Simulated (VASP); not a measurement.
Ge:

```xyz
2
Lattice="0.0000 2.8369 2.8369 2.8369 0.0000 2.8369 2.8369 2.8369 0.0000" Properties=species:S:1:pos:R:3 pbc="T T T"
Ge    0.0000    0.0000    0.0000
Ge    1.4184    1.4184    1.4184
```

Program: VASP 6.6.1. Alike in all runs: task single point; potentials or basis VASP PAW PBE potentials, release 64 (Ge_d); no spin polarisation; cell as given; k mesh 4 × 4 × 4; cutoff (eV) 520; smearing fermi-dirac 0.02 eV.

Task: Order these runs on this cell by their band gap on the k mesh, lowest first.
A. level PBE-based screened hybrid with 35 % exact exchange; share of exact exchange 0.35; screening parameter 0.5 1/Å
B. level PBE-based screened hybrid with 40 % exact exchange; share of exact exchange 0.4; screening parameter 0.3 1/Å
C. level PBE-based global hybrid with 50 % exact exchange; share of exact exchange 0.5

Result: A (0.61 eV), B (1.04 eV), C (3.07 eV).

Caveats: all runs use coarse meshes.

A k mesh can miss the band edges.
